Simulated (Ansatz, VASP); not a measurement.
## Two plane-wave programs on Sb

```
Sb
1.0
     3.02450    0.00000    0.00000
     0.00000    3.02450    0.00000
     0.00000    0.00000    3.02450
Sb
1
Direct
  0.00000 0.00000 0.00000
```

Alike in both runs: task single point; functional r2SCAN; k mesh 14 × 14 × 14; occupations gaussian, width 0.1 eV; no spin polarisation.

|  | VASP | Ansatz |
| --- | --- | --- |
| version | VASP 6.6.1 | Ansatz 0.2.0 |
| potentials or method | VASP PAW PBE potentials, release 64 (Sb), cutoff 520 eV | scalar-relativistic, plane waves, PAW |
| valence electrons in the cell | 5 | 15 |

```csv
,VASP,Ansatz,Ansatz less VASP
gap on the k mesh at the Fermi level (eV),none,none,-
pressure (GPa),4.2,4.1,-0.09
```

VASP's potentials were made for PBE, not for r2SCAN. A gap of «none» marks a metal or a gap that the smearing closes. VASP's potentials hold 5 valence electrons a cell and Ansatz's 15, so a difference there can come from the potentials and not from the codes.

Spin-orbit coupling is off throughout.
